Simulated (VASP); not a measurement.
Wanted: the native input for a VASP 6.6.1 run.

* Task: single point
* Functional: r2SCAN
* Potentials or basis: VASP PAW PBE potentials, release 64 (Zn, N, Sn_d)
* Cutoff: 520 eV
* k mesh: 6 × 6 × 2
* Occupations: fermi-dirac, width 0.02 eV
* Spin: no spin polarisation
* Dipole correction: no
* Further INCAR settings: ALGO = Normal; EDIFF = 1e-07; NBANDS = 46

Crystal: ZnSnN2.

```
Zn N Sn
1.0
     3.48062    0.00000    0.00000
     0.00000    3.48062    0.00000
     0.00000    0.00000    9.03278
Zn N Sn
2 4 2
Direct
  0.50000 0.00000 0.90443
  0.00000 0.50000 0.09557
  0.50000 0.50000 0.00000
  0.00000 0.00000 0.24326
  0.50000 0.50000 0.50000
  0.00000 0.00000 0.75674
  0.50000 0.00000 0.35530
  0.00000 0.50000 0.64470
```

The input as run:

POSCAR

```
ZnSnN2
1.0
    3.4806170429      0.0000000000      0.0000000000
    0.0000000000      3.4806170429      0.0000000000
    0.0000000000      0.0000000000      9.0327848946
Zn N Sn
2 4 2
Direct
    0.5000000000      0.0000000000      0.9044325194
    0.0000000000      0.5000000000      0.0955674806
    0.5000000000      0.5000000000      0.0000000000
    0.0000000000      0.0000000000      0.2432612901
    0.5000000000      0.5000000000      0.5000000000
    0.0000000000      0.0000000000      0.7567387099
    0.5000000000      0.0000000000      0.3552999183
    0.0000000000      0.5000000000      0.6447000817
```

INCAR.step1

```
SYSTEM = ZnSnN2
PREC = Accurate
ENCUT = 520
ISMEAR = -1
SIGMA = 0.02
LREAL = .FALSE.
LASPH = .TRUE.
NELM = 80
NBANDS = 46
GGA = PE
ALGO = Normal
EDIFF = 1E-4
LWAVE = .TRUE.
LCHARG = .FALSE.
```

INCAR.step2

```
SYSTEM = ZnSnN2
PREC = Accurate
ENCUT = 520
EDIFF = 1E-7
ISMEAR = -1
SIGMA = 0.02
LREAL = .FALSE.
LASPH = .TRUE.
NELM = 80
ALGO = Normal
ISIF = 2
LWAVE = .FALSE.
LCHARG = .FALSE.
METAGGA = R2SCAN
LMIXTAU = .TRUE.
NBANDS = 46
ISTART = 1
```

KPOINTS

```
regular mesh
0
G
  6 6 2
  0 0 0
```

Potentials or basis: VASP PAW PBE potentials, release 64 (Zn, N, Sn_d).

Command:

```bash
$ cat potpaw_PBE.64/Zn/POTCAR potpaw_PBE.64/N/POTCAR potpaw_PBE.64/Sn_d/POTCAR > POTCAR
$ cp INCAR.step1 INCAR
$ mpirun -np 1 vasp_std > vasp.out
$ cp INCAR.step2 INCAR
$ mpirun -np 1 vasp_std > vasp.out
```

It gave:

```json
{
 "Pressure": "0.6 GPa",
 "Largest force": "0.032 eV/Å",
 "Band gap on the k mesh": "zero (band 36 reaches 5.75 eV, above the bottom of band 37 at 5.64 eV)"
}
```

Caveat: the PAW data sets were made with another functional, which shifts forces and pressure a little; spin-orbit coupling is left out, which moves the levels of the heavy elements.

It took 8.4 min on 1 thread of Intel Xeon 6975P-C (shared host), peak memory 0.29 GiB.
